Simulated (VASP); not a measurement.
# Sb in VASP: notebook

Sb is run at these levels: PBEsol; tasks: single point.

All numbers are computed with VASP 6.6.1; they aren't measurements. Logs are shortened: lines on timing, memory, paths and dates and some standing lists are left out, and cuts for length are marked.

**1. The cell of the first run**

The structure is trigonal, space group R-3m (No. 166). The conventional cell has a = 4.447 Å, b = 4.447 Å, c = 5.528 Å, α = 90.00°, β = 90.00°, γ = 120.00°. Within 4.2 Å of Sb (site symmetry -3m) lie 6 Sb at 3.16 Å.

**2. Single point, PBEsol (equal xy, yz and zx shear strains of +1 %)**

Contents of INCAR:

```
SYSTEM = Sb
ALGO = Normal ; EDIFF = 1E-6
ENCUT = 520 ; GGA = PS
ISIF = 2 ; ISMEAR = -1
LASPH = .True. ; LCHARG = .True.
LELF = .True. ; LREAL = .False.
LVHAR = .True. ; LWAVE = .False.
NBANDS = 8 ; NELM = 80
PREC = Accurate ; SIGMA = 0.08
```

Contents of KPOINTS:

```
k-points
0
Gamma
  12 12 12
  0 0 0
```

Contents of POSCAR:

```
Sb
1.0
    3.1600000000      0.0158000000      0.0158000000
    0.0158000000      3.1600000000      0.0158000000
    0.0158000000      0.0158000000      3.1600000000
Sb
1
Direct
    0.0000000000      0.0000000000      0.0000000000
```

Potentials or basis: VASP PAW PBE potentials, release 64 (Sb).

Started as:

```console
$ cat potpaw_PBE.64/Sb/POTCAR > POTCAR
$ mpirun -np 1 vasp_std > vasp.out
```

OUTCAR:

```text
SYSTEM = Sb
   EDIFF = 1E-6
   ENCUT = 520
   GGA = PS
   ISIF = 2
   ISMEAR = -1
   LASPH = .True.
   LREAL = .False.
   NELM = 80
   PREC = Accurate

 ion  position               nearest neighbor table
   1  0.000  0.000  0.000-

  LATTYP: Found a trigonal (rhomboedric) cell.
 ALAT       =     3.1600789990
 COS(alpha) =     0.0100244988

  Lattice vectors:

 A1 = (   3.1600000000,   0.0158000000,   0.0158000000)
 A2 = (   0.0158000000,   3.1600000000,   0.0158000000)
 A3 = (   0.0158000000,   0.0158000000,   3.1600000000)

Analysis of symmetry for initial positions (statically):
=====================================================================
 Subroutine PRICEL returns:
 Original cell was already a primitive cell.

 Routine SETGRP: Setting up the symmetry group for a
 trigonal (rhombohedral) supercell.

 Subroutine GETGRP returns: Found 12 space group operations
 (whereof 12 operations were pure point group operations)
 out of a pool of 12 trial point group operations.

The static configuration has the point symmetry D_3d.

Analysis of symmetry for dynamics (positions and initial velocities):
=====================================================================
 Subroutine PRICEL returns:
 Original cell was already a primitive cell.

 Routine SETGRP: Setting up the symmetry group for a
 trigonal (rhombohedral) supercell.

 Subroutine GETGRP returns: Found 12 space group operations
 (whereof 12 operations were pure point group operations)
 out of a pool of 12 trial point group operations.

The dynamic configuration has the point symmetry D_3d.

 Subroutine INISYM returns: Found 12 space group operations
 (whereof 12 operations are pure point group operations),
 and found     1 'primitive' translations

----------------------------------------------------------------------------------------

                                     Primitive cell

  volume of cell :      31.5521

  direct lattice vectors                    reciprocal lattice vectors
     3.160000000  0.015800000  0.015800000     0.316471441 -0.001574485 -0.001574485
     0.015800000  3.160000000  0.015800000    -0.001574485  0.316471441 -0.001574485
     0.015800000  0.015800000  3.160000000    -0.001574485 -0.001574485  0.316471441

  length of vectors
     3.160078999  3.160078999  3.160078999     0.316479274  0.316479274  0.316479274

  position of ions in fractional coordinates (direct lattice)
     0.000000000  0.000000000  0.000000000

  ion indices of the primitive-cell ions
   primitive index   ion index
                 1           1

----------------------------------------------------------------------------------------

 KPOINTS: k-points

Automatic generation of k-mesh.
 Grid dimensions read from file:
 generate k-points for:   12   12   12

 Generating k-lattice:

  Cartesian coordinates                     Fractional coordinates (reciprocal lattice)
     0.026372620 -0.000131207 -0.000131207     0.083333333 -0.000000000  0.000000000
    -0.000131207  0.026372620 -0.000131207    -0.000000000  0.083333333  0.000000000
    -0.000131207 -0.000131207  0.026372620     0.000000000  0.000000000  0.083333333

  Length of vectors
     0.026373273  0.026373273  0.026373273

  Shift w.r.t. Gamma in fractional coordinates (k-lattice)
     0.000000000  0.000000000  0.000000000

 Subroutine IBZKPT returns following result:
 ===========================================

 Found    189 irreducible k-points:

 Following reciprocal coordinates:
            Coordinates               Weight
  0.000000  0.000000  0.000000      1.000000
  0.083333 -0.000000 -0.000000      6.000000
  0.166667  0.000000  0.000000      6.000000
  0.250000 -0.000000 -0.000000      6.000000
  0.333333  0.000000  0.000000      6.000000
  0.416667 -0.000000  0.000000      6.000000
[... 16 lines left out ...]
  0.500000  0.166667 -0.000000     12.000000
 -0.416667  0.166667  0.000000     12.000000
 [... further k-points ...]
   k-points           NKPTS =    189   k-points in BZ     NKDIM =    189   number of bands    NBANDS=      8
   number of dos      NEDOS =    301   number of ions     NIONS =      1
   total plane-waves  NPLWV =  13824
   dimension x,y,z NGX =    24 NGY =   24 NGZ =   24
   dimension x,y,z NGXF=    48 NGYF=   48 NGZF=   48
   ions per type =               1
   NGX,Y,Z   is equivalent  to a cutoff of  12.63, 12.63, 12.63 a.u.
   NGXF,Y,Z  is equivalent  to a cutoff of  25.25, 25.25, 25.25 a.u.
 SYSTEM =  Sb
   PREC   = accura    normal or accurate (medium, high low for compatibility)
   ISTART =      0    job   : 0-new  1-cont  2-samecut
   ICHARG =      2    charge: 1-file 2-atom 10-const
   ISPIN  =      1    spin polarized calculation?
   LNONCOLLINEAR =      F non collinear calculations
   LSORBIT =      F    spin-orbit coupling
   LASPH  =      T    aspherical Exc in radial PAW
   ENCUT  =  520.0 eV  38.22 Ry    6.18 a.u.   5.88  5.88  5.88*2*pi/ulx,y,z
   NELM   =     80;   NELMIN=  2; NELMDL= -5     # of ELM steps
   EDIFF  = 0.1E-05   stopping-criterion for ELM
   LREAL  =      F    real-space projection
   EDIFFG = 0.1E-04   stopping-criterion for IOM
   NSW    =      0    number of steps for IOM
   IBRION =     -1    ionic relax: 0-MD 1-quasi-New 2-CG
   NFREE  =      0    steps in history (QN), initial steepest desc. (CG)
   ISIF   =      2    stress and relaxation
   ISYM   =      2    0-nonsym 1-usesym 2-fastsym
   POTIM  = 0.5000    time-step for ionic-motion
   TEBEG  =    0.0;   TEEND  =   0.0 temperature during run
   PSTRESS=    0.0 pullay stress
   NELECT =       5.0000    total number of electrons
   NUPDOWN=      -1.0000    fix difference up-down
   EMIN   =  10.00;   EMAX   =-10.00  energy-range for DOS
   EFERMI =   0.00;   METHOD = LEGACY
   ISMEAR =    -1;   SIGMA  =   0.08  broadening in eV -4-tet -1-fermi 0-gaus
   EFERMI_NEDOS =   21; number of points for ismear=-14 and -15
   IALGO  =     38    algorithm
   IMIX   =      4    mixing-type and parameters
     AMIX     =   0.40;   BMIX     =  1.00
     AMIX_MAG =   1.60;   BMIX_MAG =  1.00
  volume/ion in A,a.u.               =      31.55       212.92
  Fermi-wavevector in a.u.,A,eV,Ry     =   0.885908  1.674123 10.678298  0.784833
  Thomas-Fermi vector in A             =   2.007004
   LORBIT       =      0    0 simple, 1 ext, 2 COOP (PROOUT), +10 PAW based schemes
   GGA     = PS    functional components
   LHFCALC =     F    Hartree Fock is set to
   AEXX    =    0.0000 exact exchange contribution
   IVDW    =     0    specifies the selected vdW correction
   LEPSILON=     F    determine dielectric tensor
   LRPA    =     F    only Hartree local field effects (RPA)
 non-spin polarized calculation
  energy-cutoff  :      520.00
  volume of cell :       31.55
 maximum number of plane-waves:       872
   NGX = 11   NGY = 11   NGZ = 11

 number of electron       5.0000001 magnetization

 Free energy of the ion-electron system (eV)
  ---------------------------------------------------
  ext. energy  EPLUGINS =         0.00000000
  ---------------------------------------------------
  free energy    TOTEN  =        -4.48316587 eV

  energy without entropy =       -4.46745925  energy(sigma->0) =       -4.47531256

 E-fermi :   6.3637     XC(G=0):  -9.5198

 val. band max:        6.3516482371   @ k =  -0.4167  -0.4167   0.3333
 cond. band min:       6.3735544431   @ k =  -0.2500  -0.4167   0.0833
 fundamental gap:      0.0219062060
 Fermi energy:         6.3637334791

 k-point     1 :       0.0000    0.0000    0.0000
  band No.  band energies     occupation
      1      -5.6817      2.00000
      2       9.3976      0.00000
      3       9.3976      0.00000
      4       9.4644      0.00000
      5      13.1961      0.00000
      6      13.1961      0.00000
      7      14.0967      0.00000
      8      23.6863      0.00000

 k-point     2 :       0.0833   -0.0000   -0.0000
  band No.  band energies     occupation
      1      -5.5869      2.00000
      2       8.2849      0.00000
      3       9.4894      0.00000
      4       9.5345      0.00000
      5      13.2743      0.00000
      6      13.7326      0.00000
      7      14.9176      0.00000
      8      22.7933      0.00000

 k-point     3 :       0.1667    0.0000    0.0000
  band No.  band energies     occupation
      1      -5.3067      2.00000
      2       6.3475      1.10115
      3       9.7548      0.00000
      4       9.7995      0.00000
      5      13.5069      0.00000
      6      14.0928      0.00000
      7      17.1386      0.00000
      8      21.3309      0.00000

 k-point     4 :       0.2500   -0.0000   -0.0000
  band No.  band energies     occupation
      1      -4.8582      2.00000
      2       4.4498      2.00000
      3      10.1603      0.00000
      4      10.2051      0.00000
      5      13.8856      0.00000
      6      14.5439      0.00000
      7      19.4083      0.00000
      8      19.9324      0.00000

 k-point     5 :       0.3333    0.0000    0.0000
  band No.  band energies     occupation
      1      -4.2881      2.00000
      2       2.7983      2.00000
      3      10.6358      0.00000
      4      10.6809      0.00000
      5      14.3847      0.00000
      6      15.1618      0.00000
      7      18.7282      0.00000
      8      18.7563      0.00000
[... 177 lines left out ...]
 k-point    22 :       0.4167    0.1667    0.0000
  band No.  band energies     occupation
      1      -3.3518      2.00000
      2       1.9436      2.00000
      3       8.1902      0.00000
      4      11.4306      0.00000
      5      13.5456      0.00000
      6      15.8434      0.00000
      7      18.1089      0.00000
      8      18.2432      0.00000

 k-point    23 :       0.5000    0.1667   -0.0000
  band No.  band energies     occupation
      1      -3.0763      2.00000
      2       1.4384      2.00000
      3       8.3702      0.00000
      4      11.6108      0.00000
      5      13.2389      0.00000
      6      16.2964      0.00000
      7      17.6150      0.00000
      8      17.8948      0.00000

 k-point    24 :      -0.4167    0.1667    0.0000
  band No.  band energies     occupation
      1      -3.3367      2.00000
      2       1.9149      2.00000
      3       8.1161      0.00000
      4      11.4424      0.00000
      5      13.6861      0.00000
      6      15.8732      0.00000
      7      18.0414      0.00000
      8      18.2860      0.00000

 [... further k-points ...]

------------------------ aborting loop because EDIFF is reached ----------------------------------------

  FORCE on cell =-STRESS in cart. coord.  units (eV):
  Direction    XX          YY          ZZ          XY          YZ          ZX
  --------------------------------------------------------------------------------------
  -------------------------------------------------------------------------------------
  Total       -0.9041456     -0.9041456     -0.9041456     -0.0241983     -0.0241983     -0.0241983
  in kB      -45.9113634    -45.9113634    -45.9113634     -1.2287613     -1.2287613     -1.2287613
  external PRESSURE =     -45.9113634 kB  Pullay stress =       0.0000000 kB

 VOLUME and BASIS-vectors are now :
 -----------------------------------------------------------------------------
  energy-cutoff  :      520.00
  volume of cell :       31.55
      direct lattice vectors                 reciprocal lattice vectors
     3.160000000  0.015800000  0.015800000     0.316471441 -0.001574485 -0.001574485
     0.015800000  3.160000000  0.015800000    -0.001574485  0.316471441 -0.001574485
     0.015800000  0.015800000  3.160000000    -0.001574485 -0.001574485  0.316471441

 POSITION                                       TOTAL-FORCE (eV/Angst)
 -----------------------------------------------------------------------------------
      0.00000      0.00000      0.00000         0.000000      0.000000      0.000000
 -----------------------------------------------------------------------------------
    total drift:                               -0.000000      0.000000      0.000000

  FREE ENERGIE OF THE ION-ELECTRON SYSTEM (eV)
  ---------------------------------------------------
  free  energy   TOTEN  =        -4.4831658739 eV

  energy  without entropy=       -4.4674592468  energy(sigma->0) =       -4.47531256
```

Wall time 7.1 s (1 thread of Intel Xeon 6975P-C (Granite Rapids), shared host); peak memory 0.16 GiB.

What came out:

- Free energy: -4.4832 eV
- Pressure: -4.6 GPa

Levels at points of the mesh, in eV from the Fermi level:
```csv
k point,band 1,band 2,band 3,band 4,band 5,band 6
"(0.00, 0.00, 0.00)",-12.05,3.03,3.03,3.10,6.83,6.83
"(0.50, 0.00, 0.00)",-9.82,-5.28,4.86,4.91,8.84,10.30
"(0.50, 0.50, 0.00)",-7.49,-3.41,-3.30,2.26,6.71,12.34
"(0.50, 0.50, 0.50)",-4.93,-1.67,-1.51,-1.51,4.71,4.89
```

Caveat: the cell differs from its parent crystal (equal xy, yz and zx shear strains of +1 %); the PAW data sets were made with another functional, which shifts forces and pressure a little; spin-orbit coupling is left out, which moves the levels of the heavy elements.

**3. Single point, PBEsol (volume scaled by 0.94)**

Contents of INCAR:

```
PREC = Accurate
ENCUT = 520
EDIFF = 1E-7
ISMEAR = -1
SIGMA = 0.08
LREAL = F
LASPH = T
NELM = 60
ALGO = Normal
ISIF = 2
LWAVE = F
LCHARG = F
GGA = PS
NBANDS = 8
```

Contents of KPOINTS:

```
Automatic mesh
0
Gamma
  12 12 12
```

Contents of POSCAR:

```
Sb
1.0
    3.0954921035      0.0000000000      0.0000000000
    0.0000000000      3.0954921035      0.0000000000
    0.0000000000      0.0000000000      3.0954921035
Sb
1
Direct
    0.0000000000      0.0000000000      0.0000000000
```

Potentials or basis: VASP PAW PBE potentials, release 64 (Sb).

Started as:

```console
$ cat potpaw_PBE.64/Sb/POTCAR > POTCAR
$ mpirun -np 1 vasp_std > vasp.out
```

OUTCAR:

```text
PREC = Accurate
   ENCUT = 520
   EDIFF = 1E-7
   ISMEAR = -1
   LREAL = F
   LASPH = T
   NELM = 60
   ISIF = 2
   GGA = PS

 ion  position               nearest neighbor table
   1  0.000  0.000  0.000-

  LATTYP: Found a simple cubic cell.
 ALAT       =     3.0954921035

  Lattice vectors:

 A1 = (   3.0954921035,   0.0000000000,   0.0000000000)
 A2 = (   0.0000000000,   3.0954921035,   0.0000000000)
 A3 = (   0.0000000000,   0.0000000000,   3.0954921035)

Analysis of symmetry for initial positions (statically):
=====================================================================
 Subroutine PRICEL returns:
 Original cell was already a primitive cell.

 Routine SETGRP: Setting up the symmetry group for a
 simple cubic supercell.

 Subroutine GETGRP returns: Found 48 space group operations
 (whereof 48 operations were pure point group operations)
 out of a pool of 48 trial point group operations.

The static configuration has the point symmetry O_h .

Analysis of symmetry for dynamics (positions and initial velocities):
=====================================================================
 Subroutine PRICEL returns:
[... 159 lines left out ...]
 fundamental gap:      0.0333717619
 Fermi energy:         7.1378800490

 k-point     1 :       0.0000    0.0000    0.0000
  band No.  band energies     occupation
      1      -5.3870      2.00000
      2      10.3326      0.00000
      3      10.3326      0.00000
      4      10.3326      0.00000
      5      14.0127      0.00000
      6      14.0127      0.00000
      7      15.2277      0.00000
      8      24.8213      0.00000
[... 243 lines left out ...]
 k-point    24 :       0.4167    0.3333    0.0000
  band No.  band energies     occupation
      1      -1.7058      2.00000
      2       3.3315      2.00000
      3       5.2459      2.00000
      4      11.0972      0.00000
      5      13.5533      0.00000
      6      17.9064      0.00000
      7      20.0273      0.00000
      8      20.2162      0.00000

 [... further k-points ...]

------------------------ aborting loop because EDIFF is reached ----------------------------------------

  FORCE on cell =-STRESS in cart. coord.  units (eV):
  Direction    XX          YY          ZZ          XY          YZ          ZX
  --------------------------------------------------------------------------------------
  -------------------------------------------------------------------------------------
  Total       -0.3230951     -0.3230951     -0.3230951      0.0000000     -0.0000000      0.0000000
  in kB      -17.4522650    -17.4522650    -17.4522650      0.0000000     -0.0000000      0.0000000
  external PRESSURE =     -17.4522650 kB  Pullay stress =       0.0000000 kB

 VOLUME and BASIS-vectors are now :
 -----------------------------------------------------------------------------
  energy-cutoff  :      520.00
  volume of cell :       29.66
      direct lattice vectors                 reciprocal lattice vectors
     3.095492103  0.000000000  0.000000000     0.323050412  0.000000000  0.000000000
     0.000000000  3.095492103  0.000000000     0.000000000  0.323050412  0.000000000
     0.000000000  0.000000000  3.095492103     0.000000000  0.000000000  0.323050412

 POSITION                                       TOTAL-FORCE (eV/Angst)
 -----------------------------------------------------------------------------------
      0.00000      0.00000      0.00000         0.000000      0.000000      0.000000
 -----------------------------------------------------------------------------------
    total drift:                               -0.000000      0.000000      0.000000

  FREE ENERGIE OF THE ION-ELECTRON SYSTEM (eV)
  ---------------------------------------------------
  free  energy   TOTEN  =        -4.5218720003 eV

  energy  without entropy=       -4.5068711544  energy(sigma->0) =       -4.51437158
```

It took 3.9 s on 1 thread of Intel Xeon 6975P-C, shared host; peak memory 0.15 GiB.

What came out:

- Free energy: -4.5219 eV
- Pressure: -1.7 GPa

Caveat: the PAW data sets were made with another functional, which shifts forces and pressure a little; spin-orbit coupling is left out, which moves the levels of the heavy elements.

(Continued in part 2 of 2.)
